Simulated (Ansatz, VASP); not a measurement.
## Two plane-wave programs on InPd

Contents of INCAR:

```
SYSTEM = InPd
  PREC = Accurate
  ENCUT = 520
  EDIFF = 1E-8
  ISMEAR = -1
  SIGMA = 0.05
  LREAL = .False.
  LASPH = .True.
  NELM = 100
  ALGO = Normal
  ISIF = 2
  LWAVE = .False.
  LCHARG = .False.
  GGA = PE
  LEFG = .True.
  NBANDS = 18
```

KPOINTS

```
regular mesh
0
Gamma
  9 9 9
  0 0 0
```

Contents of POSCAR:

```
InPd
1.0
    3.2718847800      0.0000000000      0.0000000000
    0.0000000000      3.2718847800      0.0000000000
    0.0000000000      0.0000000000      3.2718847800
In Pd
1 1
Direct
   -0.0450000000     -0.0450000000     -0.0450000000
    0.5450000000      0.5450000000      0.5450000000
```

Input for Ansatz:

```yaml
crystal:
  lattice:
    - [3.27188478, 0.0, 0.0]
    - [0.0, 3.27188478, 0.0]
    - [0.0, 0.0, 3.27188478]
  atoms:
    - { symbol: In, position: [-0.045, -0.045, -0.045] }
    - { symbol: Pd, position: [0.545, 0.545, 0.545] }
kpoints:
  mp_grid: { grid: [9, 9, 9] }
scf:
  occupations: { method: fermi_dirac, width: 0.05 }
hamiltonian:
  xc: pbe
  pseudopotentials: { kind: paw }
output:
  forces: true
  stress: true
  eigenvalues: true
  efg: { contact_densities: true }
  populations: true
```

Change from the starting cell: shortest bond scaled by 0.82, PAW files.

Alike in both runs: task electric field gradients; functional PBE; k mesh 9 × 9 × 9; occupations fermi-dirac, width 0.05 eV; no spin polarisation.

|  | VASP | Ansatz |
| --- | --- | --- |
| version | VASP 6.6.1 | Ansatz 0.2.0 |
| potentials or method | VASP PAW PBE potentials, release 64 (In_d, Pd) | PAW with Ansatz's default frozen-core files, scalar-relativistic |
| plane-wave cutoff (eV) | 520 | 420 |
| valence electrons in the cell | 23 | 31 |

```csv
,VASP,Ansatz,Ansatz less VASP
pressure (GPa),19.1,19.0,-0.11
"traceless stress, the component that is largest in VASP (GPa)",11.79,11.76,-0.029
rms of the force components (eV/Å),2.530,2.519,-0.0111
size of Vzz on the site where it differs most (V/Å²),33.8,0.2,-33.57
```

Atom by atom the forces differ by 0.011 eV/Å (rms over components). The functional is the same, so the differences come from potentials, cutoffs and numerics. VASP's potentials hold 23 valence electrons a cell and Ansatz's 31, so a difference there can come from the potentials and not from the codes.
